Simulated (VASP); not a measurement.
Here is a VASP 6.6.1 calculation.

INCAR

```
SYSTEM = ZnO
PREC = Accurate
ENCUT = 520
EDIFF = 1E-8
ISMEAR = -1
SIGMA = 0.01
LREAL = .False.
LASPH = .True.
NELM = 100
ALGO = Normal
ISIF = 2
LWAVE = .False.
LCHARG = .False.
LEFG = .True.
NBANDS = 26
```

KPOINTS

```
Automatic mesh
0
Gamma
  8 8 5
  0 0 0
```

POSCAR

```
ZnO
1.0
    3.2054825469      0.0000000000      0.0000000000
   -1.6027412734      2.7760293170      0.0000000000
    0.0000000000      0.0000000000      5.1334697570
Zn O
2 2
Direct
    0.3333333333      0.6666666667      0.0000000000
    0.6666666667      0.3333333333      0.5000000000
    0.3333333333      0.6666666667      0.3821000000
    0.6666666667      0.3333333333      0.8821000000
```

Potentials or basis: VASP PAW LDA potentials, release 64 (Zn, O).

Run with:

```bash
$ cat potpaw_LDA.64/Zn/POTCAR potpaw_LDA.64/O/POTCAR > POTCAR
$ mpirun -np 1 vasp_std > vasp.out
```

(1) Estimate the largest force.

(2) Estimate the pressure.

(3) Predict the band gap on the k mesh.

Answers

(1) 0.042 eV/Å.

(2) 0.0 GPa.

(3) 0.81 eV, direct.

Caveat: without QUAD_EFG the Cq values of the log hold for a quadrupole moment of 1 mb, not for the nuclei.
